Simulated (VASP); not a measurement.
# NaCl: vibrations by perturbation theory with LDA

The system is NaCl.

```
Na Cl
1.0
     3.29500    0.00000    0.00000
     0.00000    3.29500    0.00000
     0.00000    0.00000    3.29500
Na Cl
1 1
Direct
  0.00000 0.00000 0.00000
  0.50000 0.50000 0.50000
```

```json
{
  "Program": "VASP 6.6.1",
  "Task": "vibrations by perturbation theory",
  "Functional": "LDA",
  "Potentials or basis": "VASP PAW LDA potentials, release 64 (Na_pv, Cl)",
  "Cutoff": "520 eV",
  "k mesh": "8 × 8 × 8",
  "Occupations": "gaussian, width 0.01 eV",
  "Spin": "no spin polarisation",
  "Dipole correction": "no",
  "Further INCAR settings": "ALGO = Normal; EDIFF = 1e-08; IBRION = 8; NSW = 1"
}
```

The electronic dielectric tensor (diagonal) is 2.94, the born charges (mean of the diagonal) is Na +1.15; Cl -1.15 e and the highest phonon frequency at Γ, LO-TO splitting left out is 146 cm⁻¹.

Phonon frequencies in cm⁻¹ (negative: imaginary):
| q point | frequencies |
| --- | --- |
| (0.000, 0.000, 0.000) | 0 0 0 146 146 146 |

Electronic dielectric tensor:
```
2.94 0.00 0.00
0.00 2.94 0.00
0.00 0.00 2.94
```

Born effective charge tensors (e):
atom 1, Na
```
1.15 0.00 0.00
0.00 1.15 0.00
0.00 0.00 1.15
```
atom 2, Cl
```
-1.15  0.00  0.00
 0.00 -1.15  0.00
 0.00  0.00 -1.15
```

Wall time 6.1 min on 1 thread of Intel Xeon 8259CL, with other jobs on the host, peak memory 0.21 GiB.

Caveat: the cell stands under pressure or tension, which shifts response properties.
